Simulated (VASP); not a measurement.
# TaS2 (P-3m1) in VASP: further runs, part 2 of 3

VASP 6.6.1. Earlier steps stand in the parts before.

## 4. Electric field gradients, LDA (volume scaled by 1.02)

INCAR reads:

```
ALGO = Normal
EDIFF = 1E-8
ENCUT = 400
GGA = CA
GGA_COMPAT = F
ISIF = 2
ISMEAR = -1
LASPH = T
LCHARG = F
LEFG = T
LREAL = F
LWAVE = F
NBANDS = 18
NELM = 120
PREC = Accurate
SIGMA = 0.03
```

KPOINTS reads:

```
k-points
0
Gamma
  9 9 5
```

POSCAR reads:

```
TaS2
1.0
    3.3721882117      0.0000000000      0.0000000000
   -1.6860941058      2.9204006577      0.0000000000
    0.0000000000      0.0000000000      5.8988090780
Ta S
1 2
Direct
    0.0000000000      0.0000000000      0.0000000000
    0.3333333333      0.6666666667      0.2500000000
    0.6666666667      0.3333333333      0.7500000000
```

Potentials or basis: VASP PAW LDA potentials, release 64 (Ta_pv, S).

The run is started by

```bash
> cat potpaw_LDA.64/Ta_pv/POTCAR potpaw_LDA.64/S/POTCAR > POTCAR
> mpirun -np 1 vasp_std > vasp.out
```

OUTCAR:

```text
EDIFF = 1E-8
   ENCUT = 400
   GGA = CA
   ISIF = 2
   ISMEAR = -1
   LASPH = T
   LREAL = F
   NELM = 120
   PREC = Accurate

 ion  position               nearest neighbor table
   1  0.000  0.000  0.000-   2 2.44   3 2.44   2 2.44   3 2.44   3 2.44   2 2.44
   2  0.333  0.667  0.250-   1 2.44   1 2.44   1 2.44
   3  0.667  0.333  0.750-   1 2.44   1 2.44   1 2.44

  LATTYP: Found a hexagonal cell.
 ALAT       =     3.3721882117
 C/A-ratio  =     1.7492526240

  Lattice vectors:

 A1 = (   3.3721882117,   0.0000000000,   0.0000000000)
 A2 = (  -1.6860941058,   2.9204006577,   0.0000000000)
 A3 = (   0.0000000000,   0.0000000000,   5.8988090780)

Analysis of symmetry for initial positions (statically):
=====================================================================
 Subroutine PRICEL returns:
 Original cell was already a primitive cell.

 Routine SETGRP: Setting up the symmetry group for a
[... 700 lines left out ...]
     0.000000000  0.000000000  5.898809078     0.000000000  0.000000000  0.169525744

 POSITION                                       TOTAL-FORCE (eV/Angst)
 -----------------------------------------------------------------------------------
      0.00000      0.00000      0.00000         0.000000      0.000000      0.000000
     -0.00000      1.94693      1.47470         0.000000      0.000000      0.501724
      1.68609      0.97347      4.42411        -0.000000      0.000000     -0.501724
 -----------------------------------------------------------------------------------
    total drift:                               -0.000000      0.000000      0.000000

  FREE ENERGIE OF THE ION-ELECTRON SYSTEM (eV)
  ---------------------------------------------------
  free  energy   TOTEN  =       -25.4399588496 eV

  energy  without entropy=      -25.4333612523  energy(sigma->0) =      -25.43666005

 Electric field gradients (V/A^2)
---------------------------------------------------------------------
 ion       V_xx      V_yy      V_zz      V_xy      V_xz      V_yz
---------------------------------------------------------------------
   1      71.483    71.482  -142.965    -0.000    -0.000     0.000
   2       8.237     8.237   -16.474    -0.000    -0.000     0.000
   3       8.237     8.237   -16.474    -0.000    -0.000     0.000
---------------------------------------------------------------------

 Electric field gradients after diagonalization (V/A^2)
 (convention: |V_zz| > |V_xx| > |V_yy|)
----------------------------------------------------------------------
 ion       V_xx      V_yy      V_zz     asymmetry (V_yy - V_xx)/ V_zz
----------------------------------------------------------------------
   1      71.483    71.482  -142.965       0.000
   2       8.238     8.237   -16.474       0.000
   3       8.238     8.237   -16.474       0.000
----------------------------------------------------------------------

           NMR quadrupolar parameters

 Cq : quadrupolar parameter    Cq=e*Q*V_zz/h
 eta: asymmetry parameters     (V_yy - V_xx)/ V_zz
 Q  : nuclear electric quadrupole moment in mb (millibarn)
----------------------------------------------------------------------
 ion       Cq(MHz)       eta       Q (mb)
----------------------------------------------------------------------
   1      -0.346       0.000       1.000
   2      -0.040       0.000       1.000
   3      -0.040       0.000       1.000
----------------------------------------------------------------------
```

OSZICAR:

```text
N       E                     dE             d eps       ncg     rms          rms(c)
DAV:   1     0.126616441817E+03    0.12662E+03   -0.10039E+04  1808   0.935E+02
DAV:   2    -0.216003715176E+02   -0.14822E+03   -0.14523E+03  2348   0.258E+02
DAV:   3    -0.269756885978E+02   -0.53753E+01   -0.53418E+01  2394   0.487E+01
DAV:   4    -0.270302161100E+02   -0.54528E-01   -0.54496E-01  2372   0.540E+00
DAV:   5    -0.270311292188E+02   -0.91311E-03   -0.91306E-03  2338   0.672E-01    0.200E+01
DAV:   6    -0.255855199838E+02    0.14456E+01   -0.57682E+00  2032   0.145E+01    0.102E+01
DAV:   7    -0.254649335346E+02    0.12059E+00   -0.67300E-01  1990   0.464E+00    0.444E+00
DAV:   8    -0.254433280402E+02    0.21605E-01   -0.14400E-01  2236   0.227E+00    0.892E-01
DAV:   9    -0.254401323771E+02    0.31957E-02   -0.83033E-03  2204   0.655E-01    0.359E-01
DAV:  10    -0.254399592969E+02    0.17308E-03   -0.21133E-03  2104   0.270E-01    0.984E-02
DAV:  11    -0.254399580797E+02    0.12171E-05   -0.25984E-04  1946   0.916E-02    0.328E-02
DAV:  12    -0.254399593462E+02   -0.12665E-05   -0.18275E-05  2020   0.335E-02    0.956E-03
DAV:  13    -0.254399588182E+02    0.52797E-06   -0.44925E-06  1996   0.141E-02    0.439E-03
DAV:  14    -0.254399588535E+02   -0.35225E-07   -0.48223E-07  2354   0.419E-03    0.144E-03
DAV:  15    -0.254399588496E+02    0.38317E-08   -0.54029E-08  2090   0.153E-03
   1 F= -.25439959E+02 E0= -.25436660E+02  d E =-.659760E-02
```

Run time: 52 s. Hardware: 1 thread of AMD EPYC 7R43 (Zen 3), shared host; peak memory 0.12 GiB.

What came out:

* Free energy: -25.4400 eV
* Pressure: -1.0 GPa
* Largest force: 0.502 eV/Å

Forces in eV/Å, atoms in the order of the input:
```
Ta   0.000  0.000  0.000
S    0.000  0.000  0.502
S    0.000  0.000 -0.502
```

Levels at points of the mesh, in eV from the Fermi level:
```
           k point  band 10  band 11  band 12  band 13  band 14  band 15
(0.00, 0.00, 0.00)    -0.72    -0.72     0.02     0.02     0.25     4.03
```

Electric field gradients, principal values (V/Å²):
| atom | least | middle | greatest (by size) |
| --- | --- | --- | --- |
| 1 Ta | 71.482 | 71.483 | -142.965 |
| 2 S | 8.237 | 8.238 | -16.474 |
| 3 S | 8.237 | 8.238 | -16.474 |

Caveat: without QUAD_EFG the Cq values of the log hold for a quadrupole moment of 1 mb, not for the nuclei; spin-orbit coupling is left out, which moves the levels of the heavy elements.

## 5. Electric field gradients, LDA (volume scaled by 1.04)

INCAR reads:

```
SYSTEM = TaS2
PREC = Accurate ; ENCUT = 400
EDIFF = 1E-8 ; ISMEAR = -1
SIGMA = 0.03 ; LREAL = .FALSE.
LASPH = .TRUE. ; NELM = 120
ALGO = Normal ; ISIF = 2
LWAVE = .FALSE. ; LCHARG = .FALSE.
GGA = CA ; LEFG = .TRUE.
NBANDS = 18 ; GGA_COMPAT = .FALSE.
```

KPOINTS reads:

```
regular mesh
0
G
  9 9 5
  0 0 0
```

POSCAR reads:

```
TaS2
1.0
    3.3940861513      0.0000000000      0.0000000000
   -1.6970430756      2.9393648297      0.0000000000
    0.0000000000      0.0000000000      5.9371141064
Ta S
1 2
Direct
    0.0000000000      0.0000000000      0.0000000000
    0.3333333333      0.6666666667      0.2500000000
    0.6666666667      0.3333333333      0.7500000000
```

Potentials or basis: VASP PAW LDA potentials, release 64 (Ta_pv, S).

The run is started by

```bash
> cat potpaw_LDA.64/Ta_pv/POTCAR potpaw_LDA.64/S/POTCAR > POTCAR
> mpirun -np 1 vasp_std > vasp.out
```

OUTCAR:

```text
SYSTEM = TaS2
   PREC = Accurate
   ENCUT = 400
   EDIFF = 1E-8
   ISMEAR = -1
   LREAL = .FALSE.
   LASPH = .TRUE.
   NELM = 120
   ISIF = 2
   GGA = CA

 ion  position               nearest neighbor table
   1  0.000  0.000  0.000-   2 2.46   3 2.46   3 2.46   2 2.46   3 2.46   2 2.46
   2  0.333  0.667  0.250-   1 2.46   1 2.46   1 2.46
   3  0.667  0.333  0.750-   1 2.46   1 2.46   1 2.46

  LATTYP: Found a hexagonal cell.
 ALAT       =     3.3940861513
 C/A-ratio  =     1.7492526240

  Lattice vectors:

 A1 = (   3.3940861513,   0.0000000000,   0.0000000000)
 A2 = (  -1.6970430756,   2.9393648297,   0.0000000000)
 A3 = (   0.0000000000,   0.0000000000,   5.9371141064)

Analysis of symmetry for initial positions (statically):
=====================================================================
 Subroutine PRICEL returns:
 Original cell was already a primitive cell.

 Routine SETGRP: Setting up the symmetry group for a
 hexagonal supercell.

 Subroutine GETGRP returns: Found 12 space group operations
 (whereof 12 operations were pure point group operations)
 out of a pool of 24 trial point group operations.

The static configuration has the point symmetry D_3d.

Analysis of symmetry for dynamics (positions and initial velocities):
=====================================================================
 Subroutine PRICEL returns:
 Original cell was already a primitive cell.

 Routine SETGRP: Setting up the symmetry group for a
 hexagonal supercell.

 Subroutine GETGRP returns: Found 12 space group operations
 (whereof 12 operations were pure point group operations)
 out of a pool of 24 trial point group operations.

The dynamic configuration has the point symmetry D_3d.

 Subroutine INISYM returns: Found 12 space group operations
 (whereof 12 operations are pure point group operations),
 and found     1 'primitive' translations

----------------------------------------------------------------------------------------

                                     Primitive cell

  volume of cell :      59.2314

  direct lattice vectors                    reciprocal lattice vectors
     3.394086151  0.000000000  0.000000000     0.294630117  0.170104777  0.000000000
    -1.697043076  2.939364830  0.000000000     0.000000000  0.340209555  0.000000000
     0.000000000  0.000000000  5.937114106     0.000000000  0.000000000  0.168431999

  length of vectors
     3.394086151  3.394086151  5.937114106     0.340209555  0.340209555  0.168431999

  position of ions in fractional coordinates (direct lattice)
     0.000000000  0.000000000  0.000000000
     0.333333333  0.666666667  0.250000000
     0.666666667  0.333333333  0.750000000

  ion indices of the primitive-cell ions
   primitive index   ion index
                 1           1
                 2           2
                 3           3

----------------------------------------------------------------------------------------

[... 74 lines left out ...]
   NFREE  =      0    steps in history (QN), initial steepest desc. (CG)
   ISIF   =      2    stress and relaxation
   ISYM   =      2    0-nonsym 1-usesym 2-fastsym
   POTIM  = 0.5000    time-step for ionic-motion
   TEBEG  =    0.0;   TEEND  =   0.0 temperature during run
   PSTRESS=    0.0 pullay stress
   NELECT =      23.0000    total number of electrons
   NUPDOWN=      -1.0000    fix difference up-down
   EMIN   =  10.00;   EMAX   =-10.00  energy-range for DOS
   EFERMI =   0.00;   METHOD = LEGACY
   ISMEAR =    -1;   SIGMA  =   0.03  broadening in eV -4-tet -1-fermi 0-gaus
   EFERMI_NEDOS =   21; number of points for ismear=-14 and -15
   IALGO  =     38    algorithm
   IMIX   =      4    mixing-type and parameters
     AMIX     =   0.40;   BMIX     =  1.00
     AMIX_MAG =   1.60;   BMIX_MAG =  1.00
  volume/ion in A,a.u.               =      19.74       133.24
  Fermi-wavevector in a.u.,A,eV,Ry     =   1.194355  2.257004 19.408500  1.426484
  Thomas-Fermi vector in A             =   2.330347
   LORBIT       =      0    0 simple, 1 ext, 2 COOP (PROOUT), +10 PAW based schemes
   GGA     = CA    functional components
   LHFCALC =     F    Hartree Fock is set to
   AEXX    =    0.0000 exact exchange contribution
   IVDW    =     0    specifies the selected vdW correction
   LEPSILON=     F    determine dielectric tensor
   LRPA    =     F    only Hartree local field effects (RPA)
 non-spin polarized calculation
  energy-cutoff  :      400.00
  volume of cell :       59.23
 maximum number of plane-waves:      1111
 NGX is ok and might be reduce to    24
   NGX = 11   NGY = 11   NGZ = 19

 number of electron      23.0000002 magnetization

 Free energy of the ion-electron system (eV)
  ---------------------------------------------------
  ext. energy  EPLUGINS =         0.00000000
  ---------------------------------------------------
  free energy    TOTEN  =       -25.42394169 eV

  energy without entropy =      -25.41723795  energy(sigma->0) =      -25.42058982

 E-fermi :   5.0821     XC(G=0): -10.6408

 val. band max:        5.0795272881   @ k =   0.0000   0.0000   0.4000
 cond. band min:       5.0945016074   @ k =   0.0000   0.0000   0.2000
 fundamental gap:      0.0149743193
 Fermi energy:         5.0821174066

 k-point     1 :       0.0000    0.0000    0.0000
  band No.  band energies     occupation
      1     -30.0325      2.00000
      2     -30.0325      2.00000
      3     -30.0303      2.00000
      4      -9.7010      2.00000
      5      -7.7442      2.00000
      6      -1.6501      2.00000
[... 481 lines left out ...]
      5      -7.8010      2.00000
      6      -0.5758      2.00000
[... 10 lines left out ...]
     17      11.5814      0.00000
     18      12.4273      0.00000

 [... further k-points ...]
[... 5 lines left out ...]
  --------------------------------------------------------------------------------------
  -------------------------------------------------------------------------------------
  Total       -1.9254512     -1.9254512     -0.0879718     -0.0000000      0.0000000      0.0000000
  in kB      -52.0824422    -52.0824422     -2.3795902     -0.0000000      0.0000000      0.0000000
  external PRESSURE =     -35.5148248 kB  Pullay stress =       0.0000000 kB

 VOLUME and BASIS-vectors are now :
 -----------------------------------------------------------------------------
  energy-cutoff  :      400.00
  volume of cell :       59.23
      direct lattice vectors                 reciprocal lattice vectors
     3.394086151  0.000000000  0.000000000     0.294630117  0.170104777  0.000000000
    -1.697043076  2.939364830  0.000000000     0.000000000  0.340209555  0.000000000
     0.000000000  0.000000000  5.937114106     0.000000000  0.000000000  0.168431999

 POSITION                                       TOTAL-FORCE (eV/Angst)
 -----------------------------------------------------------------------------------
      0.00000      0.00000      0.00000        -0.000000      0.000000      0.000000
     -0.00000      1.95958      1.48428         0.000000     -0.000000      0.195129
      1.69704      0.97979      4.45284        -0.000000      0.000000     -0.195129
 -----------------------------------------------------------------------------------
    total drift:                               -0.000000      0.000000      0.000000

  FREE ENERGIE OF THE ION-ELECTRON SYSTEM (eV)
  ---------------------------------------------------
  free  energy   TOTEN  =       -25.4239416937 eV

  energy  without entropy=      -25.4172379523  energy(sigma->0) =      -25.42058982

 Electric field gradients (V/A^2)
---------------------------------------------------------------------
 ion       V_xx      V_yy      V_zz      V_xy      V_xz      V_yz
---------------------------------------------------------------------
   1      69.730    69.729  -139.460    -0.001    -0.000     0.000
   2       8.039     8.039   -16.078    -0.001     0.000    -0.000
   3       8.039     8.039   -16.078    -0.001     0.000    -0.000
---------------------------------------------------------------------

 Electric field gradients after diagonalization (V/A^2)
 (convention: |V_zz| > |V_xx| > |V_yy|)
----------------------------------------------------------------------
 ion       V_xx      V_yy      V_zz     asymmetry (V_yy - V_xx)/ V_zz
----------------------------------------------------------------------
   1      69.731    69.729  -139.460       0.000
   2       8.040     8.038   -16.078       0.000
   3       8.040     8.038   -16.078       0.000
----------------------------------------------------------------------

           NMR quadrupolar parameters

 Cq : quadrupolar parameter    Cq=e*Q*V_zz/h
 eta: asymmetry parameters     (V_yy - V_xx)/ V_zz
 Q  : nuclear electric quadrupole moment in mb (millibarn)
----------------------------------------------------------------------
 ion       Cq(MHz)       eta       Q (mb)
----------------------------------------------------------------------
   1      -0.337       0.000       1.000
   2      -0.039       0.000       1.000
   3      -0.039       0.000       1.000
----------------------------------------------------------------------
```

OSZICAR:

```text
N       E                     dE             d eps       ncg     rms          rms(c)
DAV:   1     0.127352785729E+03    0.12735E+03   -0.98990E+03  1800   0.928E+02
DAV:   2    -0.214816065476E+02   -0.14883E+03   -0.14590E+03  2316   0.259E+02
DAV:   3    -0.270059720762E+02   -0.55244E+01   -0.54939E+01  2338   0.489E+01
DAV:   4    -0.270657929210E+02   -0.59821E-01   -0.59783E-01  2346   0.560E+00
DAV:   5    -0.270667997481E+02   -0.10068E-02   -0.10068E-02  2304   0.705E-01    0.192E+01
DAV:   6    -0.255705176682E+02    0.14963E+01   -0.61224E+00  2036   0.148E+01    0.982E+00
DAV:   7    -0.254506147059E+02    0.11990E+00   -0.68307E-01  1992   0.464E+00    0.443E+00
DAV:   8    -0.254271557374E+02    0.23459E-01   -0.14740E-01  2224   0.230E+00    0.819E-01
DAV:   9    -0.254241197403E+02    0.30360E-02   -0.83416E-03  2152   0.660E-01    0.364E-01
DAV:  10    -0.254239463405E+02    0.17340E-03   -0.20112E-03  2116   0.264E-01    0.113E-01
DAV:  11    -0.254239408726E+02    0.54680E-05   -0.27573E-04  1994   0.932E-02    0.342E-02
DAV:  12    -0.254239422098E+02   -0.13372E-05   -0.18075E-05  1988   0.338E-02    0.858E-03
DAV:  13    -0.254239416458E+02    0.56404E-06   -0.43304E-06  2008   0.142E-02    0.486E-03
DAV:  14    -0.254239416988E+02   -0.53079E-07   -0.49015E-07  2326   0.403E-03    0.137E-03
DAV:  15    -0.254239416937E+02    0.50920E-08   -0.67283E-08  2170   0.155E-03
   1 F= -.25423942E+02 E0= -.25420590E+02  d E =-.670374E-02
```

stdout:

```text
POSCAR found type information on POSCAR TaS
 POSCAR found :  2 types and       3 ions
 scaLAPACK will be used
 LDA part: xc-table for (Slater(with rela. corr.)+CA(PZ))
 , standard interpolation
 POSCAR, INCAR and KPOINTS ok, starting setup
 FFT: planning ... GRIDC
 FFT: planning ... GRID_SOFT
 FFT: planning ... GRID
 WAVECAR not read
 entering main loop
ion   1

ion   2

ion   3
```

It took 43 s on 1 thread of AMD EPYC 7R43 (Zen 3), shared host; peak memory 0.12 GiB.

Results:

```
Free energy   : -25.4239 eV
Pressure      : -3.6 GPa
Largest force : 0.195 eV/Å
```

Forces on the atoms (eV/Å):
```
Ta   0.000  0.000  0.000
S    0.000  0.000  0.195
S    0.000  0.000 -0.195
```

Stress tensor (GPa, compression positive):
```
-5.21  0.00  0.00
 0.00 -5.21  0.00
 0.00  0.00 -0.24
```

Electric field gradients, principal values (V/Å²):
| atom | least | middle | greatest (by size) |
| --- | --- | --- | --- |
| 1 Ta | 69.729 | 69.731 | -139.460 |
| 2 S | 8.038 | 8.040 | -16.078 |
| 3 S | 8.038 | 8.040 | -16.078 |

Caveat: without QUAD_EFG the Cq values of the log hold for a quadrupole moment of 1 mb, not for the nuclei; spin-orbit coupling is left out, which moves the levels of the heavy elements.

[end of part 2 of 3]
